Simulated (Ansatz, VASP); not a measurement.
## InSe in VASP and in Ansatz

```
Se In
1.0
     4.02661    0.00000    0.00000
    -2.01331    3.48715    0.00000
     0.00000    0.00000   28.27071
Se In
4 4
Direct
  0.00000 0.00000 0.15918
  0.00000 0.00000 0.34967
  0.00000 0.22222 0.46675
  0.00000 0.22222 0.65724
  0.66667 0.33333 0.20500
  0.66667 0.33333 0.30385
  0.33333 0.88889 0.51257
  0.33333 0.88889 0.61142
```

Alike in both runs: task single point; functional PBE; dispersion D3(BJ); k mesh 9 × 9 × 1; occupations gaussian, width 0.05 eV; no spin polarisation.

```csv
,VASP,Ansatz
version,VASP 6.6.1,Ansatz 0.2.0
potentials or method,"VASP PAW PBE potentials, release 64 (Se, In_d), cutoff 520 eV","scalar-relativistic, plane waves, PAW"
valence electrons in the cell,76,116
```

```tsv
	VASP	Ansatz	Ansatz less VASP
gap on the k mesh at the Fermi level (eV)	1.05	1.06	+0.010
least direct gap on the mesh (eV)	1.11	1.12	+0.009
rms of the force components (eV/Å)	0.036	0.038	+0.0021
```

VASP's potentials hold 76 valence electrons a cell and Ansatz's 116, so a difference there can come from the potentials and not from the codes.
